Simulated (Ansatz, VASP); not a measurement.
# Ge in VASP and in Ansatz

File INCAR:

```
SYSTEM = Ge
PREC = Accurate
ENCUT = 520
EDIFF = 1E-7
ISMEAR = -1
SIGMA = 0.05
LREAL = .False.
LASPH = .True.
NELM = 60
ALGO = Normal
ISIF = 2
LWAVE = .False.
LCHARG = .False.
GGA = RP
NBANDS = 21
```

File KPOINTS:

```
regular mesh
0
Gamma
  11 11 11
  0 0 0
```

The input POSCAR:

```
Ge
1.0
   -2.4958980000      2.6508630000      1.4369470000
    2.4958980000     -2.6508630000      1.4369470000
    2.4958980000      2.6508630000     -1.4369470000
Ge
2
Direct
    0.3140570000      0.0640570000      0.2500000000
    0.6859430000      0.9359430000      0.7500000000
```

File input.yaml:

```yaml
crystal:
  lattice:
    - [-2.495898, 2.650863, 1.436947]
    - [2.495898, -2.650863, 1.436947]
    - [2.495898, 2.650863, -1.436947]
  atoms:
    - { symbol: Ge, position: [0.314057, 0.064057, 0.25] }
    - { symbol: Ge, position: [0.685943, 0.935943, 0.75] }
hamiltonian:
  xc: rpbe
  pseudopotentials: { kind: paw }
kpoints:
  mp_grid: { grid: [11, 11, 11] }
  band_path:
    path:
      - [[0.0, 0.0, 0.0], [0.3234593264, 0.3234593264, -0.3234593264], [0.2950845098, 0.3518341431, -0.2950845098], [0.0, 0.5, 0.0], [0.25, 0.25, 0.25], [0.5, 0.0, 0.0], [0.6765406736, -0.3234593264, 0.3234593264], [0.5, -0.5, 0.5], [0.0, 0.0, 0.0], [-0.4716251834, 0.4716251834, 0.4716251834], [0.0, 0.0, 0.5], [0.25, 0.25, 0.25]]
      - [[-0.2950845098, 0.6481658569, 0.2950845098], [-0.4716251834, 0.4716251834, 0.4716251834]]
      - [[0.4716251834, -0.4716251834, 0.5283748166], [0.5, -0.5, 0.5]]
    npoints: 14
scf:
  occupations: { method: fermi_dirac, width: 0.05 }
  n_extra_bands: 6
output:
  forces: true
  stress: true
  eigenvalues: true
  fatbands: false
  write_density: true
  write_potential: true
  elf: true
  volumetric_format: npy
```

Alike in both runs: functional RPBE; k mesh 11 × 11 × 11; occupations fermi-dirac, width 0.05 eV; no spin polarisation.

|  | VASP | Ansatz |
| --- | --- | --- |
| version | VASP 6.6.1 | Ansatz 0.2.0 |
| potentials or method | VASP PAW PBE potentials, release 64 (Ge_d) | Ansatz PAW |
| plane-wave cutoff (eV) | 520 | 420 |
| valence electrons in the cell | 28 | 28 |
| task | single point | band structure |

VASP gave:

- gap on the k mesh at the Fermi level (eV): none
- pressure (GPa): 2.9
- traceless stress, the component that is largest in VASP (GPa): 1.21
- rms of the force components (eV/Å): 0.031

Question: Estimate Ansatz's values.

Answer: gap on the k mesh at the Fermi level (eV): none; pressure (GPa): 2.9; traceless stress, the component that is largest in VASP (GPa): 1.20; rms of the force components (eV/Å): 0.031.

VASP's potentials were made for PBE, not for RPBE. Atom by atom the forces differ by 0.000 eV/Å (rms over components). A gap of «none» marks a metal or a gap that the smearing closes.
